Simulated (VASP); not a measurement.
# Si3F4: single point with PBE

Si3F4:

```
Si F
1.0
     0.00000    3.71410    3.71410
     3.71410    0.00000    3.71410
     3.71410    3.71410    0.00000
Si F
3 4
Direct
  0.75000 0.75000 0.75000
  0.00000 0.00000 0.00000
  0.50000 0.50000 0.50000
  0.20161 0.20161 0.20161
  0.20161 0.20161 0.39516
  0.20161 0.39516 0.20161
  0.39516 0.20161 0.20161
```

```json
{
  "Program": "VASP 6.6.1",
  "Task": "single point",
  "Functional": "PBE",
  "Potentials or basis": "VASP PAW PBE potentials, release 64 (Si, F)",
  "Cutoff": "520 eV",
  "k mesh": "4 × 4 × 4",
  "Occupations": "gaussian, width 0.1 eV",
  "Spin": "no spin polarisation",
  "Dipole correction": "no",
  "Further INCAR settings": "ALGO = Normal; EDIFF = 1e-06; NBANDS = 29"
}
```

| Item | Value |
| --- | --- |
| Pressure | 281.0 GPa |
| Largest force | 223.227 eV/Å |
| Band gap on the k mesh | zero (band 20 reaches 6.83 eV, above the bottom of band 21 at 4.59 eV) |

Forces on the atoms (eV/Å):
```
Si     0.000    0.000    0.000
Si     0.000    0.000    0.000
Si     0.000    0.000    0.000
F   -128.880 -128.880 -128.880
F    128.880  128.880 -128.880
F    128.880 -128.880  128.880
F   -128.880  128.880  128.880
```

Levels at points of the mesh, in eV from the Fermi level:
```tsv
k point	band 16	band 17	band 18	band 19	band 20	band 21	band 22	band 23	band 24	band 25
(0.00, 0.00, 0.00)	-1.69	-1.35	-1.35	-1.35	-1.10	-1.10	-1.10	0.02	0.02	0.02
(0.50, 0.00, 0.00)	-1.97	-1.97	-1.35	-1.03	-1.03	-0.72	0.29	1.99	1.99	2.80
(0.50, 0.50, 0.00)	-1.49	-1.30	-1.30	-0.45	1.13	1.22	1.22	1.85	1.85	1.96
```

Run time: 13 s on 1 thread of Intel(R) Xeon(R) 6975P-C (Granite Rapids) (shared host), peak memory 0.23 GiB.

Caveat: the k points lie up to 0.37 Å⁻¹ apart; the standard files for N, O and F lose accuracy on very short bonds; forces of over 1 eV/Å act on the atoms, so gaps and moduli don't describe the material at rest.
